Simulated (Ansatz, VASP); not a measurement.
One calculation of TaN, two programs

```
CELL_PARAMETERS angstrom
5.22563 0.00000 0.00000
-2.61281 4.52553 0.00000
0.00000 0.00000 2.92254
ATOMIC_POSITIONS crystal
Ta 0.00000 0.00000 0.00000
Ta 0.33333 0.66667 0.50000
Ta 0.66667 0.33333 0.50000
N 0.39252 0.00000 0.00000
N 0.60748 0.60748 0.00000
N 0.00000 0.39252 0.00000
```

Alike in both runs: functional PBE; k mesh 12 × 12 × 12; occupations gaussian, width 0.1 eV; no spin polarisation.

Ansatz relaxed the structure, and its values are those at the end. VASP's run is a single point on that final structure, the one shown.

|  | VASP | Ansatz |
| --- | --- | --- |
| version | VASP 6.6.1 | Ansatz 0.2.0 |
| potentials or method | VASP PAW PBE potentials, release 64 (Ta_pv, N), cutoff 520 eV | scalar-relativistic, plane waves, PAW |
| valence electrons in the cell | 48 | 54 |

Ansatz gave:

* gap on the k mesh at the Fermi level (eV): none
* pressure (GPa): 0.0

Problem. What did VASP give for the same quantities?

Solution. gap on the k mesh at the Fermi level (eV): none; pressure (GPa): 0.7.

A gap of «none» marks a metal or a gap that the smearing closes. The functional is the same, so the differences come from potentials, cutoffs and numerics. VASP's potentials hold 48 valence electrons a cell and Ansatz's 54, so a difference there can come from the potentials and not from the codes. Ansatz's warnings: structure snapped to symmetry.

Spin-orbit coupling is off throughout.
